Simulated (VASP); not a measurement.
Input of a VASP 6.6.1 run:

The input INCAR:

```
SYSTEM = Pt
PREC = Accurate
ENCUT = 520
EDIFF = 1E-6
ISMEAR = -4
SIGMA = 0.1
LREAL = .FALSE.
LASPH = .TRUE.
NELM = 100
ALGO = Normal
ISIF = 2
LWAVE = .FALSE.
LCHARG = .FALSE.
GGA = PE
NBANDS = 17
```

Contents of KPOINTS:

```
Automatic mesh
0
G
  12 12 8
  0 0 0
```

The input POSCAR:

```
Pt
1.0
    1.9855579642      1.9855579642      0.0000000000
   -1.9855579642      1.9855579642      0.0000000000
    0.0000000000      0.0000000000      3.9711159284
Pt
2
Direct
    0.0000000000      0.0000000000      0.0000000000
    0.5000000000      0.5000000000      0.5000000000
```

Potentials or basis: VASP PAW PBE potentials, release 64 (Pt).

Run with:

```console
$ cat potpaw_PBE.64/Pt/POTCAR > POTCAR
$ mpirun -np 1 vasp_std > vasp.out
```

Predict the pressure.

-0.1 GPa.

What does it give for the band gap on the k mesh?

Zero (bands 10 and 11 overlap by 1.56 eV).

Caveat: spin-orbit coupling is left out, which moves the levels of the heavy elements.
